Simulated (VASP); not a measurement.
# HfSc2S4 (Fd-3m) in VASP: single point with PBEsol

Aim: the single point of HfSc2S4 with PBEsol.

Program: VASP 6.6.1. These are calculated values, not measurements. Logs are shortened: lines on timing, memory, paths and dates and some standing lists are left out, and cuts for length are marked.

### Step 1. The cell of the first run

Symmetry: Fd-3m, No. 227, cubic system. The conventional cell has a = 10.748 Å, b = 10.748 Å, c = 10.748 Å, α = 90.00°, β = 90.00°, γ = 90.00°. S (site symmetry 3m) has 1 Hf at 2.48 Å and 3 Sc at 2.60 Å within 3.3 Å. Within 3.3 Å of Hf (site symmetry -43m) lie 4 S at 2.48 Å. Sc (site symmetry -3m) has 6 S at 2.60 Å within 3.4 Å.

### Step 2. Single point, PBEsol

INCAR

```
PREC = Accurate ; ENCUT = 520
EDIFF = 1E-6 ; ISMEAR = -1
SIGMA = 0.1 ; LREAL = F
LASPH = T ; NELM = 100
ALGO = Normal ; ISIF = 2
LWAVE = F ; LCHARG = F
GGA = PS ; NBANDS = 69
```

KPOINTS

```
regular mesh
0
Gamma
  6 6 6
```

POSCAR

```
HfSc2S4
1.0
    0.0000000000      5.3740880000      5.3740880000
    5.3740880000      0.0000000000      5.3740880000
    5.3740880000      5.3740880000      0.0000000000
S Hf Sc
8 2 4
Direct
    0.3830000000      0.3830000000      0.3830000000
    0.3990000000      0.8670000000      0.8670000000
    0.3830000000      0.3830000000      0.8510000000
    0.8670000000      0.3990000000      0.8670000000
    0.8510000000      0.3830000000      0.3830000000
    0.8670000000      0.8670000000      0.8670000000
    0.3830000000      0.8510000000      0.3830000000
    0.8670000000      0.8670000000      0.3990000000
    0.0000000000      0.0000000000      0.0000000000
    0.2500000000      0.2500000000      0.2500000000
    0.6250000000      0.6250000000      0.6250000000
    0.1250000000      0.6250000000      0.6250000000
    0.6250000000      0.6250000000      0.1250000000
    0.6250000000      0.1250000000      0.6250000000
```

Potentials or basis: VASP PAW PBE potentials, release 64 (S, Hf_pv, Sc_sv).

Launch:

```bash
cat potpaw_PBE.64/S/POTCAR potpaw_PBE.64/Hf_pv/POTCAR potpaw_PBE.64/Sc_sv/POTCAR > POTCAR
mpirun -np 1 vasp_std > vasp.out
```

OUTCAR:

```text
PREC = Accurate
   ENCUT = 520
   EDIFF = 1E-6
   ISMEAR = -1
   LREAL = F
   LASPH = T
   NELM = 100
   ISIF = 2
   GGA = PS

 ion  position               nearest neighbor table
   1  0.383  0.383  0.383-  10 2.48  13 2.60  12 2.60  14 2.60
   2  0.399  0.867  0.867-   9 2.48  11 2.60  13 2.60  14 2.60
   3  0.383  0.383  0.851-  10 2.48  11 2.60  12 2.60  14 2.60
   4  0.867  0.399  0.867-   9 2.48  11 2.60  12 2.60  13 2.60
   5  0.851  0.383  0.383-  10 2.48  11 2.60  13 2.60  14 2.60
   6  0.867  0.867  0.867-   9 2.48  13 2.60  12 2.60  14 2.60
   7  0.383  0.851  0.383-  10 2.48  11 2.60  12 2.60  13 2.60
   8  0.867  0.867  0.399-   9 2.48  11 2.60  12 2.60  14 2.60
   9  0.000  0.000  0.000-   2 2.48   4 2.48   8 2.48   6 2.48
  10  0.250  0.250  0.250-   3 2.48   5 2.48   7 2.48   1 2.48
  11  0.625  0.625  0.625-   2 2.60   3 2.60   4 2.60   5 2.60   7 2.60   8 2.60
  12  0.125  0.625  0.625-   1 2.60   6 2.60   4 2.60   3 2.60   7 2.60   8 2.60
  13  0.625  0.625  0.125-   1 2.60   6 2.60   4 2.60   5 2.60   2 2.60   7 2.60
  14  0.625  0.125  0.625-   1 2.60   6 2.60   3 2.60   5 2.60   2 2.60   8 2.60

  LATTYP: Found a face centered cubic cell.
 ALAT       =    10.7481760000

  Lattice vectors:

 A1 = (   0.0000000000,   5.3740880000,   5.3740880000)
 A2 = (   5.3740880000,   0.0000000000,   5.3740880000)
 A3 = (   5.3740880000,   5.3740880000,   0.0000000000)

Analysis of symmetry for initial positions (statically):
=====================================================================
 Subroutine PRICEL returns:
 Original cell was already a primitive cell.

 Routine SETGRP: Setting up the symmetry group for a
 face centered cubic supercell.

 Subroutine GETGRP returns: Found 48 space group operations
 (whereof 24 operations were pure point group operations)
 out of a pool of 48 trial point group operations.

The static configuration has the point symmetry T_d .
 The point group associated with its full space group is O_h .

Analysis of symmetry for dynamics (positions and initial velocities):
=====================================================================
 Subroutine PRICEL returns:
 Original cell was already a primitive cell.

 Routine SETGRP: Setting up the symmetry group for a
 face centered cubic supercell.

 Subroutine GETGRP returns: Found 48 space group operations
 (whereof 24 operations were pure point group operations)
 out of a pool of 48 trial point group operations.

The dynamic configuration has the point symmetry T_d .
 The point group associated with its full space group is O_h .

 Subroutine INISYM returns: Found 48 space group operations
 (whereof 24 operations are pure point group operations),
 and found     1 'primitive' translations

----------------------------------------------------------------------------------------

                                     Primitive cell

  volume of cell :     310.4162

  direct lattice vectors                    reciprocal lattice vectors
     0.000000000  5.374088000  5.374088000    -0.093039042  0.093039042  0.093039042
     5.374088000  0.000000000  5.374088000     0.093039042 -0.093039042  0.093039042
     5.374088000  5.374088000  0.000000000     0.093039042  0.093039042 -0.093039042

  length of vectors
     7.600108135  7.600108135  7.600108135     0.161148348  0.161148348  0.161148348

  position of ions in fractional coordinates (direct lattice)
     0.383000000  0.383000000  0.383000000
     0.399000000  0.867000000  0.867000000
     0.383000000  0.383000000  0.851000000
     0.867000000  0.399000000  0.867000000
     0.851000000  0.383000000  0.383000000
     0.867000000  0.867000000  0.867000000
     0.383000000  0.851000000  0.383000000
     0.867000000  0.867000000  0.399000000
     0.000000000  0.000000000  0.000000000
     0.250000000  0.250000000  0.250000000
     0.625000000  0.625000000  0.625000000
     0.125000000  0.625000000  0.625000000
     0.625000000  0.625000000  0.125000000
     0.625000000  0.125000000  0.625000000

  ion indices of the primitive-cell ions
   primitive index   ion index
                 1           1
                 2           2
                 3           3
                 4           4
                 5           5
                 6           6
                 7           7
                 8           8
                 9           9
                10          10
                11          11
                12          12
                13          13
                14          14

----------------------------------------------------------------------------------------

 KPOINTS: regular mesh

Automatic generation of k-mesh.
 Grid dimensions read from file:
 generate k-points for:    6    6    6

 Generating k-lattice:

  Cartesian coordinates                     Fractional coordinates (reciprocal lattice)
    -0.015506507  0.015506507  0.015506507     0.166666667  0.000000000  0.000000000
     0.015506507 -0.015506507  0.015506507     0.000000000  0.166666667  0.000000000
     0.015506507  0.015506507 -0.015506507     0.000000000  0.000000000  0.166666667

  Length of vectors
     0.026858058  0.026858058  0.026858058

  Shift w.r.t. Gamma in fractional coordinates (k-lattice)
     0.000000000  0.000000000  0.000000000

 Subroutine IBZKPT returns following result:
 ===========================================

 Found     16 irreducible k-points:

 Following reciprocal coordinates:
            Coordinates               Weight
  0.000000  0.000000  0.000000      1.000000
  0.166667  0.000000  0.000000      8.000000
  0.333333  0.000000  0.000000      8.000000
  0.500000  0.000000  0.000000      4.000000
  0.166667  0.166667  0.000000      6.000000
  0.333333  0.166667  0.000000     24.000000
[... 8 lines left out ...]
 -0.333333  0.333333  0.166667     24.000000
 -0.333333  0.500000  0.166667     12.000000
   k-points           NKPTS =     16   k-points in BZ     NKDIM =     16   number of bands    NBANDS=     69
   number of dos      NEDOS =    301   number of ions     NIONS =     14
   total plane-waves  NPLWV = 216000
   dimension x,y,z NGX =    60 NGY =   60 NGZ =   60
   dimension x,y,z NGXF=   120 NGYF=  120 NGZF=  120
   ions per type =               8   2   4
   NGX,Y,Z   is equivalent  to a cutoff of  13.12, 13.12, 13.12 a.u.
   NGXF,Y,Z  is equivalent  to a cutoff of  26.25, 26.25, 26.25 a.u.
 SYSTEM =  unknown system
   PREC   = accura    normal or accurate (medium, high low for compatibility)
   ISTART =      0    job   : 0-new  1-cont  2-samecut
   ICHARG =      2    charge: 1-file 2-atom 10-const
   ISPIN  =      1    spin polarized calculation?
   LNONCOLLINEAR =      F non collinear calculations
   LSORBIT =      F    spin-orbit coupling
   LASPH  =      T    aspherical Exc in radial PAW
   ENCUT  =  520.0 eV  38.22 Ry    6.18 a.u.  14.13 14.13 14.13*2*pi/ulx,y,z
   NELM   =    100;   NELMIN=  2; NELMDL= -5     # of ELM steps
   EDIFF  = 0.1E-05   stopping-criterion for ELM
   LREAL  =      F    real-space projection
[... 7 lines left out ...]
   TEBEG  =    0.0;   TEEND  =   0.0 temperature during run
   PSTRESS=    0.0 pullay stress
   NELECT =     112.0000    total number of electrons
   NUPDOWN=      -1.0000    fix difference up-down
   EMIN   =  10.00;   EMAX   =-10.00  energy-range for DOS
   EFERMI =   0.00;   METHOD = LEGACY
   ISMEAR =    -1;   SIGMA  =   0.10  broadening in eV -4-tet -1-fermi 0-gaus
   EFERMI_NEDOS =   21; number of points for ismear=-14 and -15
   IALGO  =     38    algorithm
   IMIX   =      4    mixing-type and parameters
     AMIX     =   0.40;   BMIX     =  1.00
     AMIX_MAG =   1.60;   BMIX_MAG =  1.00
  volume/ion in A,a.u.               =      22.17       149.63
  Fermi-wavevector in a.u.,A,eV,Ry     =   1.165465  2.202410 18.480925  1.358310
  Thomas-Fermi vector in A             =   2.301991
   LORBIT       =      0    0 simple, 1 ext, 2 COOP (PROOUT), +10 PAW based schemes
   GGA     = PS    functional components
   LHFCALC =     F    Hartree Fock is set to
   AEXX    =    0.0000 exact exchange contribution
   IVDW    =     0    specifies the selected vdW correction
   LEPSILON=     F    determine dielectric tensor
   LRPA    =     F    only Hartree local field effects (RPA)
 non-spin polarized calculation
  energy-cutoff  :      520.00
  volume of cell :      310.42
 maximum number of plane-waves:      8388
 NGX is ok and might be reduce to    60
   NGX = 29   NGY = 29   NGZ = 29

 number of electron     112.0000016 magnetization

 Free energy of the ion-electron system (eV)
  ---------------------------------------------------
  ext. energy  EPLUGINS =         0.00000000
  ---------------------------------------------------
  free energy    TOTEN  =      -104.83734221 eV

  energy without entropy =     -104.50996291  energy(sigma->0) =     -104.67365256

 E-fermi :   5.2693     XC(G=0):  -9.8218

 val. band max:        5.2403375064   @ k =   0.5000   0.3333   0.0000
 cond. band min:       5.2934070546   @ k =   0.3333   0.3333   0.0000
 fundamental gap:      0.0530695482
 Fermi energy:         5.2693341104

 k-point     1 :       0.0000    0.0000    0.0000
  band No.  band energies     occupation
      1     -44.9817      2.00000
      2     -44.9749      2.00000
      3     -44.9749      2.00000
      4     -44.9749      2.00000
      5     -27.1866      2.00000
      6     -27.1866      2.00000
[... 60 lines left out ...]
     67       6.1741      0.00024
     68       6.9621      0.00000
[... 1063 lines left out ...]
     67       6.5102      0.00001
     68       6.5151      0.00001
 [bands above 68 left out]

------------------------ aborting loop because EDIFF is reached ----------------------------------------

  FORCE on cell =-STRESS in cart. coord.  units (eV):
  Direction    XX          YY          ZZ          XY          YZ          ZX
  --------------------------------------------------------------------------------------
  -------------------------------------------------------------------------------------
  Total       -7.7892726     -7.7892726     -7.7892726      0.0000000     -0.0000000     -0.0000000
  in kB      -40.2034358    -40.2034358    -40.2034358      0.0000000     -0.0000000     -0.0000000
  external PRESSURE =     -40.2034358 kB  Pullay stress =       0.0000000 kB

 VOLUME and BASIS-vectors are now :
 -----------------------------------------------------------------------------
  energy-cutoff  :      520.00
  volume of cell :      310.42
      direct lattice vectors                 reciprocal lattice vectors
     0.000000000  5.374088000  5.374088000    -0.093039042  0.093039042  0.093039042
     5.374088000  0.000000000  5.374088000     0.093039042 -0.093039042  0.093039042
     5.374088000  5.374088000  0.000000000     0.093039042  0.093039042 -0.093039042

 POSITION                                       TOTAL-FORCE (eV/Angst)
 -----------------------------------------------------------------------------------
      4.11655      4.11655      4.11655        -0.404382     -0.404382     -0.404382
      9.31867      6.80360      6.80360         0.404382     -0.404382     -0.404382
      6.63162      6.63162      4.11655         0.404382      0.404382     -0.404382
      6.80360      9.31867      6.80360        -0.404382      0.404382     -0.404382
      4.11655      6.63162      6.63162        -0.404382      0.404382      0.404382
      9.31867      9.31867      9.31867         0.404382      0.404382      0.404382
      6.63162      4.11655      6.63162         0.404382     -0.404382      0.404382
      6.80360      6.80360      9.31867        -0.404382     -0.404382      0.404382
      0.00000      0.00000      0.00000        -0.000000     -0.000000     -0.000000
      2.68704      2.68704      2.68704        -0.000000     -0.000000     -0.000000
      6.71761      6.71761      6.71761        -0.000000     -0.000000     -0.000000
      6.71761      4.03057      4.03057        -0.000000     -0.000000     -0.000000
      4.03057      4.03057      6.71761        -0.000000     -0.000000     -0.000000
      4.03057      6.71761      4.03057        -0.000000     -0.000000     -0.000000
 -----------------------------------------------------------------------------------
    total drift:                               -0.000000     -0.000000     -0.000000

  FREE ENERGIE OF THE ION-ELECTRON SYSTEM (eV)
  ---------------------------------------------------
  free  energy   TOTEN  =      -104.8373422109 eV

  energy  without entropy=     -104.5099629108  energy(sigma->0) =     -104.67365256
```

It took 9.7 min on 1 thread of Intel Xeon Platinum 8175M at 2.50GHz (Skylake/Cascade Lake), shared host; peak memory 0.63 GiB.

Results:

```yaml
Free_energy: -104.8373 eV
Pressure: -4.0 GPa
Largest_force: 0.700 eV/Å
Band_gap_on_the_k_mesh: zero (bands 56 and 57 overlap by 0.48 eV)
```

Forces in eV/Å, atoms in the order of the input:
```
S   -0.404 -0.404 -0.404
S    0.404 -0.404 -0.404
S    0.404  0.404 -0.404
S   -0.404  0.404 -0.404
S   -0.404  0.404  0.404
S    0.404  0.404  0.404
S    0.404 -0.404  0.404
S   -0.404 -0.404  0.404
Hf   0.000  0.000  0.000
Hf   0.000  0.000  0.000
Sc   0.000  0.000  0.000
Sc   0.000  0.000  0.000
Sc   0.000  0.000  0.000
Sc   0.000  0.000  0.000
```

Levels at points of the mesh, in eV from the Fermi level:
```
           k point  band 53  band 54  band 55  band 56  band 57  band 58  band 59  band 60
(0.00, 0.00, 0.00)    -2.91    -2.91    -0.93    -0.93    -0.33     0.39     0.39     0.39
(0.50, 0.00, 0.00)    -3.07    -3.05    -0.27     0.09     0.09     0.35     0.35     0.50
(0.50, 0.50, 0.00)    -2.88    -2.88    -0.06    -0.06     0.09     0.09     0.27     0.27
```

Caveat: the cell stands under tension; the PAW data sets were made with another functional, which shifts forces and pressure a little; spin-orbit coupling is left out, which moves the levels of the heavy elements.

The gap in the log of VASP goes by the Fermi energy; the results here count the filled bands.